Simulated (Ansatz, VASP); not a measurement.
**Sc in VASP and in Ansatz**

```
Sc
1.0
     2.35764    0.00000    0.00000
     0.00000    2.35764    0.00000
     0.00000    0.00000    2.35764
Sc
1
Direct
  0.00000 0.00000 0.00000
```

Change from the starting cell: volume scaled by 0.5, LAPW.

Alike in both runs: task single point; functional PBE; k mesh 13 × 13 × 13; occupations fermi-dirac, width 0.08 eV; no spin polarisation.

|  | VASP | Ansatz |
| --- | --- | --- |
| version | VASP 6.6.1 | Ansatz 0.2.0 |
| potentials or method | VASP PAW PBE potentials, release 64 (Sc_sv), cutoff 520 eV | all-electron LAPW, scalar-relativistic |

Ansatz gave:

| Item | Value |
| --- | --- |
| pressure (GPa) | 71.6 |

Estimate VASP's values.

pressure (GPa): 73.5.

Both programs put the cell under a high pressure, so it lies far from rest at this level. Ansatz ran all-electron here, and VASP with PAW potentials.

Noted on VASP's run: the cell as given lies far from equilibrium.
